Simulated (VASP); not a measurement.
# NaCl (R3m) in VASP: further runs, part 2 of 2

VASP 6.6.1. The steps go on from the part before.

### 3 Single point, LDA

File INCAR:

```
SYSTEM = NaCl
PREC = Accurate
ENCUT = 520
EDIFF = 1E-6
ISMEAR = 0
SIGMA = 0.05
LREAL = .FALSE.
LASPH = .TRUE.
NELM = 100
ALGO = Normal
ISIF = 2
LWAVE = .FALSE.
LCHARG = .FALSE.
GGA = CA
NBANDS = 14
```

File KPOINTS:

```
Automatic mesh
0
G
  6 6 6
  0 0 0
```

File POSCAR:

```
NaCl
1.0
    3.5021900000      0.0000000000      0.0000000000
    0.0000000000      3.5021900000      0.0000000000
    0.0000000000      0.0000000000      3.5021900000
Na Cl
1 1
Direct
    0.0000000000      0.0000000000      0.0000000000
    0.4917572966      0.4917572966      0.4917572966
```

Potentials or basis: VASP PAW LDA potentials, release 64 (Na_pv, Cl).

On the command line:

```
> cat potpaw_LDA.64/Na_pv/POTCAR potpaw_LDA.64/Cl/POTCAR > POTCAR
> mpirun -np 1 vasp_std > vasp.out
```

OUTCAR:

```text
SYSTEM = NaCl
   PREC = Accurate
   ENCUT = 520
   EDIFF = 1E-6
   ISMEAR = 0
   LREAL = .FALSE.
   LASPH = .TRUE.
   NELM = 100
   ISIF = 2
   GGA = CA

 ion  position               nearest neighbor table
   1  0.000  0.000  0.000-
   2  0.492  0.492  0.492-

  LATTYP: Found a simple cubic cell.
 ALAT       =     3.5021900000

  Lattice vectors:

 A1 = (   3.5021900000,   0.0000000000,   0.0000000000)
 A2 = (   0.0000000000,   3.5021900000,   0.0000000000)
 A3 = (   0.0000000000,   0.0000000000,   3.5021900000)

Analysis of symmetry for initial positions (statically):
=====================================================================
 Subroutine PRICEL returns:
 Original cell was already a primitive cell.

 Routine SETGRP: Setting up the symmetry group for a
 simple cubic supercell.

 Subroutine GETGRP returns: Found  6 space group operations
 (whereof  6 operations were pure point group operations)
 out of a pool of 48 trial point group operations.

The static configuration has the point symmetry C_3v.

Analysis of symmetry for dynamics (positions and initial velocities):
[... 167 lines left out ...]
 k-point     1 :       0.0000    0.0000    0.0000
  band No.  band energies     occupation
      1     -21.7876      2.00000
      2     -21.7875      2.00000
      3     -21.7875      2.00000
      4     -13.0998      2.00000
      5      -0.2966      2.00000
      6      -0.2964      2.00000
      7      -0.2964      2.00000
      8       3.8206      0.00000
      9       8.4914      0.00000
     10       8.4914      0.00000
     11      15.4775      0.00000
     12      15.4775      0.00000
     13      15.4887      0.00000
     14      16.0405      0.00000
[... 377 lines left out ...]
      1     -21.8221      2.00000
      2     -21.8107      2.00000
      3     -21.7901      2.00000
      4     -12.4573      2.00000
      5      -2.2089      2.00000
      6      -1.5990      2.00000
      7      -0.4325      2.00000
      8       6.3312      0.00000
      9       9.0284      0.00000
     10       9.0567      0.00000
     11      11.4003      0.00000
     12      13.4156      0.00000
     13      13.7718      0.00000
     14      15.9643      0.00000

 [... further k-points ...]
[... 5 lines left out ...]
  --------------------------------------------------------------------------------------
  -------------------------------------------------------------------------------------
  Total       -0.8255917     -0.8255917     -0.8255917      0.0028429      0.0028429      0.0028429
  in kB      -30.7933412    -30.7933412    -30.7933412      0.1060372      0.1060372      0.1060372
  external PRESSURE =     -30.7933412 kB  Pullay stress =       0.0000000 kB

 VOLUME and BASIS-vectors are now :
 -----------------------------------------------------------------------------
  energy-cutoff  :      520.00
  volume of cell :       42.96
      direct lattice vectors                 reciprocal lattice vectors
     3.502190000  0.000000000  0.000000000     0.285535622  0.000000000  0.000000000
     0.000000000  3.502190000  0.000000000     0.000000000  0.285535622  0.000000000
     0.000000000  0.000000000  3.502190000     0.000000000  0.000000000  0.285535622

 POSITION                                       TOTAL-FORCE (eV/Angst)
 -----------------------------------------------------------------------------------
      0.00000      0.00000      0.00000        -0.003354     -0.003354     -0.003354
      1.72223      1.72223      1.72223         0.003354      0.003354      0.003354
 -----------------------------------------------------------------------------------
    total drift:                               -0.000045     -0.000045     -0.000045

  FREE ENERGIE OF THE ION-ELECTRON SYSTEM (eV)
  ---------------------------------------------------
  free  energy   TOTEN  =        -7.0717417881 eV

  energy  without entropy=       -7.0717417881  energy(sigma->0) =       -7.07174179
```

stdout:

```text
POSCAR found type information on POSCAR NaCl
 POSCAR found :  2 types and       2 ions
 scaLAPACK will be used
 LDA part: xc-table for (Slater(with rela. corr.)+CA(PZ))
 , standard interpolation
 POSCAR, INCAR and KPOINTS ok, starting setup
 FFT: planning ... GRIDC
 FFT: planning ... GRID_SOFT
 FFT: planning ... GRID
 WAVECAR not read
 entering main loop
```

Run time: 23 s. Hardware: 1 thread of Intel Xeon 6975P-C, shared host; peak memory 0.14 GiB.

What came out:

```yaml
Free_energy: -7.0717 eV
Pressure: -3.1 GPa
Largest_force: 0.006 eV/Å
Band_gap_on_the_k_mesh: 3.61 eV, indirect (least direct gap 4.12 eV)
```

Forces in eV/Å, atoms in the order of the input:
```
Na  -0.003 -0.003 -0.003
Cl   0.003  0.003  0.003
```

Levels at points of the mesh, in eV from the valence-band top:
```
           k point  band 4  band 5  band 6  band 7  band 8  band 9  band 10  band 11
(0.00, 0.00, 0.00)  -13.31   -0.51   -0.51   -0.51    3.61    8.28     8.28    15.26
(0.50, 0.00, 0.00)  -12.94   -3.05   -0.27   -0.27    6.55    8.25    10.29    11.59
(0.50, 0.50, 0.00)  -12.66   -2.34   -2.34    0.00    5.20    9.59    10.64    10.64
(0.50, 0.50, 0.50)  -12.38   -1.90   -1.90   -1.90    6.78    6.78     6.78    11.28
```

Caveat: the cell differs from its parent crystal (all Cl atoms moved +0.050 Å, as atom 2 towards its neighbour atom 1 (Na) at 3.033 Å). A k mesh can miss the band edges.

### 4 Single point, LDA

File INCAR:

```
PREC = Accurate ; ENCUT = 520
EDIFF = 1E-6 ; ISMEAR = 0
SIGMA = 0.05 ; LREAL = F
LASPH = T ; NELM = 80
ALGO = Normal ; ISIF = 2
LWAVE = F ; LCHARG = F
NBANDS = 14
```

File KPOINTS:

```
regular mesh
0
Gamma
  6 6 6
```

POSCAR, as its differences from that of step 3:

```diff
@@ -9,2 +9,2 @@
     0.0000000000      0.0000000000      0.0000000000
-    0.4917572966      0.4917572966      0.4917572966
+    0.4793932415      0.4793932415      0.4793932415
```

On the command line:

```
> cat potpaw_LDA.64/Na_pv/POTCAR potpaw_LDA.64/Cl/POTCAR > POTCAR
> mpirun -np 1 vasp_std > vasp.out
```

Wall time 23 s (1 thread of Intel Xeon 6975P-C, shared host); peak memory 0.14 GiB.

The run converged. Its results:

| Item | Value |
| --- | --- |
| Free energy | -7.0709 eV |
| Pressure | -3.0 GPa |
| Largest force | 0.019 eV/Å |
| Band gap on the k mesh | 3.62 eV, indirect (least direct gap 4.12 eV) |

Forces on the atoms (eV/Å):
```
Na  -0.011 -0.011 -0.011
Cl   0.011  0.011  0.011
```

Stress tensor (GPa, compression positive):
```
-2.98  0.07  0.07
 0.07 -2.98  0.07
 0.07  0.07 -2.98
```

Levels at points of the mesh, in eV from the valence-band top:
```tsv
k point	band 4	band 5	band 6	band 7	band 8	band 9	band 10	band 11
(0.00, 0.00, 0.00)	-13.31	-0.51	-0.51	-0.51	3.61	8.29	8.29	15.25
(0.50, 0.00, 0.00)	-12.94	-3.05	-0.27	-0.26	6.56	8.24	10.28	11.56
(0.50, 0.50, 0.00)	-12.66	-2.33	-2.33	0.00	5.20	9.60	10.64	10.66
(0.50, 0.50, 0.50)	-12.38	-1.90	-1.90	-1.90	6.79	6.79	6.80	11.27
```

Caveat: the cell differs from its parent crystal (all Cl atoms moved +0.125 Å, as atom 2 towards its neighbour atom 1 (Na) at 3.033 Å).

### 5 Single point, LDA

File INCAR:

```
SYSTEM = NaCl
ALGO     = Normal         ! electronic algorithm
EDIFF    = 1E-7           ! SCF threshold, eV
ENCUT    = 520            ! plane-wave cutoff, eV
ISIF     = 2              ! what is computed and relaxed
ISMEAR   = 0              ! smearing method
LASPH    = .True.         ! aspherical terms in the spheres
LCHARG   = .True.         ! write CHGCAR
LELF     = .True.         ! ELF
LREAL    = .False.        ! projectors in reciprocal space
LVHAR    = .True.       
LWAVE    = .False.        ! write WAVECAR
NBANDS   = 14             ! bands
NELM     = 60             ! most SCF steps
PREC     = Accurate       ! precision mode
SIGMA    = 0.05           ! smearing width, eV
```

File KPOINTS:

```
k-points
0
Gamma
  6 6 6
  0 0 0
```

POSCAR, as its differences from that of step 4:

```diff
@@ -9,2 +9,2 @@
     0.0000000000      0.0000000000      0.0000000000
-    0.4793932415      0.4793932415      0.4793932415
+    0.4876359449      0.4876359449      0.4876359449
```

Potentials or basis: VASP PAW LDA potentials, release 64 (Na_pv, Cl).

On the command line:

```
> cat potpaw_LDA.64/Na_pv/POTCAR potpaw_LDA.64/Cl/POTCAR > POTCAR
> mpirun -np 1 vasp_std > vasp.out
```

OUTCAR:

```text
SYSTEM = NaCl
   EDIFF = 1E-7
   ENCUT = 520
   ISIF = 2
   ISMEAR = 0
   LASPH = .True.
   LREAL = .False.
   NELM = 60
   PREC = Accurate

 ion  position               nearest neighbor table
   1  0.000  0.000  0.000-
   2  0.488  0.488  0.488-

  LATTYP: Found a simple cubic cell.
 ALAT       =     3.5021900000

  Lattice vectors:

 A1 = (   3.5021900000,   0.0000000000,   0.0000000000)
 A2 = (   0.0000000000,   3.5021900000,   0.0000000000)
 A3 = (   0.0000000000,   0.0000000000,   3.5021900000)

[... 583 lines left out ...]
      9       9.0251      0.00000
     10       9.0620      0.00000
     11      11.4019      0.00000
     12      13.4158      0.00000
     13      13.7756      0.00000
     14      15.9606      0.00000

 [... further k-points ...]
[... 5 lines left out ...]
  --------------------------------------------------------------------------------------
  -------------------------------------------------------------------------------------
  Total       -0.8264582     -0.8264582     -0.8264582      0.0063636      0.0063636      0.0063636
  in kB      -30.8256582    -30.8256582    -30.8256582      0.2373520      0.2373520      0.2373520
  external PRESSURE =     -30.8256582 kB  Pullay stress =       0.0000000 kB

 VOLUME and BASIS-vectors are now :
 -----------------------------------------------------------------------------
  energy-cutoff  :      520.00
  volume of cell :       42.96
      direct lattice vectors                 reciprocal lattice vectors
     3.502190000  0.000000000  0.000000000     0.285535622  0.000000000  0.000000000
     0.000000000  3.502190000  0.000000000     0.000000000  0.285535622  0.000000000
     0.000000000  0.000000000  3.502190000     0.000000000  0.000000000  0.285535622

 POSITION                                       TOTAL-FORCE (eV/Angst)
 -----------------------------------------------------------------------------------
      0.00000      0.00000      0.00000        -0.005484     -0.005484     -0.005484
      1.70779      1.70779      1.70779         0.005484      0.005484      0.005484
 -----------------------------------------------------------------------------------
    total drift:                                0.000082      0.000082      0.000081

  FREE ENERGIE OF THE ION-ELECTRON SYSTEM (eV)
  ---------------------------------------------------
  free  energy   TOTEN  =        -7.0715490877 eV

  energy  without entropy=       -7.0715490877  energy(sigma->0) =       -7.07154909
```

Wall time 26 s (1 thread of Intel Xeon 6975P-C, shared host); peak memory 0.14 GiB.

Results:

- Free energy: -7.0715 eV
- Pressure: -3.1 GPa
- Largest force: 0.009 eV/Å
- Band gap on the k mesh: 3.61 eV, indirect (least direct gap 4.12 eV)

Forces in eV/Å, atoms in the order of the input:
```
Na  -0.005 -0.005 -0.005
Cl   0.005  0.005  0.005
```

Caveat: the cell differs from its parent crystal (all Cl atoms moved +0.075 Å, as atom 2 towards its neighbour atom 1 (Na) at 3.033 Å). A k mesh can miss the band edges.

### 6 Single point, LDA

File INCAR:

```
PREC = Accurate
ENCUT = 520
EDIFF = 1E-7
ISMEAR = 0
SIGMA = 0.05
LREAL = F
LASPH = T
NELM = 100
ALGO = Normal
ISIF = 2
LWAVE = F
LCHARG = F
GGA = CA
NBANDS = 14
```

File KPOINTS:

```
regular mesh
0
Gamma
  6 6 6
```

POSCAR, as its differences from that of step 5:

```diff
@@ -9,2 +9,2 @@
     0.0000000000      0.0000000000      0.0000000000
-    0.4876359449      0.4876359449      0.4876359449
+    0.4958786483      0.4958786483      0.4958786483
```

Potentials or basis: VASP PAW LDA potentials, release 64 (Na_pv, Cl).

On the command line:

```
> cat potpaw_LDA.64/Na_pv/POTCAR potpaw_LDA.64/Cl/POTCAR > POTCAR
> mpirun -np 1 vasp_std > vasp.out
```

Wall time 23 s (1 thread of Intel Xeon 6975P-C, shared host); peak memory 0.14 GiB.

Results (log left out):

```
Free energy            : -7.0718 eV
Pressure               : -3.1 GPa
Band gap on the k mesh : 3.61 eV, indirect (least direct gap 4.12 eV)
```

Forces in eV/Å, atoms in the order of the input:
```
Na  -0.002 -0.002 -0.002
Cl   0.002  0.002  0.002
```

Levels at points of the mesh, in eV from the valence-band top:
| k point | band 5 | band 6 | band 7 | band 8 | band 9 | band 10 |
| --- | --- | --- | --- | --- | --- | --- |
| (0.00, 0.00, 0.00) | -0.51 | -0.51 | -0.51 | 3.61 | 8.28 | 8.28 |
| (0.50, 0.00, 0.00) | -3.05 | -0.27 | -0.27 | 6.55 | 8.25 | 10.30 |
| (0.50, 0.50, 0.00) | -2.34 | -2.34 | 0.00 | 5.20 | 9.59 | 10.64 |
| (0.50, 0.50, 0.50) | -1.90 | -1.90 | -1.90 | 6.78 | 6.78 | 6.78 |

Caveat: the cell differs from its parent crystal (all Cl atoms moved +0.025 Å, as atom 2 towards its neighbour atom 1 (Na) at 3.033 Å).
